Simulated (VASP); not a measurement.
Input of a VASP 6.6.1 run:

Contents of INCAR:

```
PREC = Accurate
ENCUT = 520
EDIFF = 1E-7
ISMEAR = 0
SIGMA = 0.01
LREAL = F
LASPH = T
NELM = 100
ALGO = Normal
ISIF = 2
LWAVE = F
LCHARG = F
GGA = PE
NBANDS = 15
```

The input KPOINTS:

```
regular mesh
0
Gamma
  6 6 6
```

File POSCAR:

```
CaSe
1.0
    0.0000000000      3.2614055781      3.2614055781
    3.2614055781      0.0000000000      3.2614055781
    3.2614055781      3.2614055781      0.0000000000
Ca Se
1 1
Direct
    0.0000000000      0.0000000000      0.0000000000
    0.2500000000      0.2500000000      0.2500000000
```

Potentials or basis: VASP PAW PBE potentials, release 64 (Ca_sv, Se).

Run with:

```bash
$ cat potpaw_PBE.64/Ca_sv/POTCAR potpaw_PBE.64/Se/POTCAR > POTCAR
$ mpirun -np 1 vasp_std > vasp.out
```

(1) Estimate the pressure.

(2) Estimate the band gap on the k mesh.

## Answers

(1) 1.2 GPa.

(2) 3.26 eV, indirect (least direct gap 3.36 eV).
